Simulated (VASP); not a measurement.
Crystal: GaP2.

```xyz
3
Lattice="3.7909 0.0000 0.0000 0.0000 3.7909 0.0000 0.0000 0.0000 3.8332" Properties=species:S:1:pos:R:3 pbc="T T T"
Ga    0.0000    0.0000    0.0000
P     1.8954    0.0000    2.8416
P     0.0000    1.8954    0.9916
```

* Program: VASP 6.6.1
* Task: relaxation of cell and atoms
* Functional: PBE
* Potentials or basis: VASP PAW PBE potentials, release 64 (Ga_d, P)
* Cutoff: 600 eV
* k mesh: 4 × 4 × 4
* Occupations: gaussian, width 0.1 eV
* Spin: no spin polarisation

At the start: pressure 20.4 GPa; volume 18.36 Å³/atom.

Problem. Where does the relaxation end?

Solution. Over 23 steps the energy falls by 805.1 meV/atom and the volume is 17.79 Å³/atom (-3.1 %); space group P-4m2 (No. 115, to 0.05 Å).

The path:
```tsv
step	energy change (eV)	largest force (eV/Å)	pressure (GPa)	volume (Å³)
1	0.0000	3.3843	20.40	55.09
2	-0.8562	0.4512	-7.57	75.91
3	-1.0304	1.1424	-2.63	68.37
4	-1.2641	1.1067	-2.86	66.60
5	-1.8738	0.8086	-3.35	61.12
6	-1.9806	0.2707	8.83	49.67
7	-2.1869	0.3797	0.06	55.13
8	-2.1911	0.4433	1.00	54.47
9	-2.1896	0.4551	2.28	53.57
10	-2.2594	0.0240	-1.56	56.49
11	-2.2595	0.0209	-1.60	56.47
12	-2.3335	0.1016	0.20	54.25
13	-2.3387	0.1890	0.56	53.79
14	-2.3496	0.2542	1.62	52.84
15	-2.3423	0.3145	3.65	50.89
16	-2.3573	0.2744	2.06	52.29
17	-2.3674	0.3412	-0.05	53.11
18	-2.3828	0.3271	0.62	52.79
19	-2.3945	0.2805	-0.02	53.29
20	-2.4049	0.1779	-1.09	54.16
21	-2.4134	0.0902	-0.20	53.53
22	-2.4149	0.0249	0.37	53.15
23	-2.4154	0.0044	0.06	53.36
```

Final structure:
```cif
data_structure
_symmetry_space_group_name_H-M 'P 1'
_symmetry_Int_Tables_number 1
_cell_length_a 3.6192
_cell_length_b 3.6192
_cell_length_c 4.0734
_cell_angle_alpha 90.000
_cell_angle_beta 90.000
_cell_angle_gamma 90.000
_cell_volume 53.36
loop_
_atom_site_label
_atom_site_type_symbol
_atom_site_fract_x
_atom_site_fract_y
_atom_site_fract_z
_atom_site_occupancy
Ga1 Ga 0.00000 0.00000 0.00000 1
P1 P 0.50000 0.00000 0.56280 1
P2 P 0.00000 0.50000 0.43720 1
```

Caveat: the k points lie up to 0.43 Å⁻¹ apart in the final cell.
